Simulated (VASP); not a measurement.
Here is a VASP 6.6.1 calculation.

INCAR

```
PREC     = Accurate       # precision mode
ENCUT    = 520            # plane-wave cutoff, eV
EDIFF    = 1E-7           # SCF threshold, eV
ISMEAR   = 0              # smearing method
SIGMA    = 0.05           # smearing width, eV
LREAL    = Auto         
LASPH    = T              # aspherical terms in the spheres
NELM     = 150            # most SCF steps
ALGO     = Normal         # electronic algorithm
ISIF     = 2              # what is computed and relaxed
LWAVE    = F              # write WAVECAR
LCHARG   = F              # write CHGCAR
ISPIN    = 2              # spin polarisation
MAGMOM   = 0 0 0 0 0 0 0 0 0 0 0 0 0 0 0 0 0 # initial moments
LORBIT   = 11             # projections on sites
GGA      = PE             # functional
NBANDS   = 52             # bands
```

Contents of KPOINTS:

```
Automatic mesh
0
Gamma
  2 2 2
```

The input POSCAR:

```
LiSi16
1.0
    0.0000000000      5.4300000000      5.4300000000
    5.4300000000      0.0000000000      5.4300000000
    5.4300000000      5.4300000000      0.0000000000
Si Li
16 1
Direct
   -0.0022864641     -0.0024282689     -0.0061466851
    0.1200471455      0.1199057090      0.1235657459
   -0.0018447514     -0.0019972376      0.4979548803
    0.1221689687      0.1220105893      0.6219608656
   -0.0119780847      0.4993806630     -0.0006589319
    0.1195907919      0.6231747698      0.1231318600
   -0.0022861878      0.4939022099      0.4975272560
    0.1200497238      0.6236110497      0.6198639042
    0.4995242173     -0.0121157459     -0.0006415285
    0.6233228361      0.1194467772      0.1231425414
    0.4940584715     -0.0024275322      0.4975279006
    0.6237555249      0.1199168508      0.6198722836
    0.4989147330      0.4987596685     -0.0012887661
    0.6211949355      0.6210551565      0.1210111418
    0.4995294659      0.4994034991      0.4878408840
    0.6233260589      0.6231888582      0.6194015654
    0.3710003683      0.3708721915      0.8708316759
```

Potentials or basis: VASP PAW PBE potentials, release 64 (Si, Li_sv).

The run is started by

```bash
$ cat potpaw_PBE.64/Si/POTCAR potpaw_PBE.64/Li_sv/POTCAR > POTCAR
$ mpirun -np 1 vasp_std > vasp.out
```

What does it give for the net moment?

0.00 μB per cell.

Estimate the largest force.

0.019 eV/Å.

Forces on the atoms (eV/Å):
```
Si  -0.001 -0.002  0.001
Si   0.000  0.000 -0.001
Si  -0.003 -0.004 -0.004
Si  -0.009 -0.010 -0.010
Si  -0.001 -0.004 -0.004
Si  -0.004  0.004  0.004
Si  -0.001  0.001 -0.002
Si   0.000 -0.001  0.000
Si  -0.004 -0.001 -0.004
Si   0.003 -0.003  0.004
Si   0.001 -0.002 -0.002
Si  -0.001  0.000  0.000
Si   0.012  0.011  0.011
Si   0.003  0.004  0.004
Si  -0.004 -0.004 -0.001
Si   0.003  0.004 -0.003
Li   0.007  0.007  0.007
```

Caveat: the k points lie up to 0.50 Å⁻¹ apart.
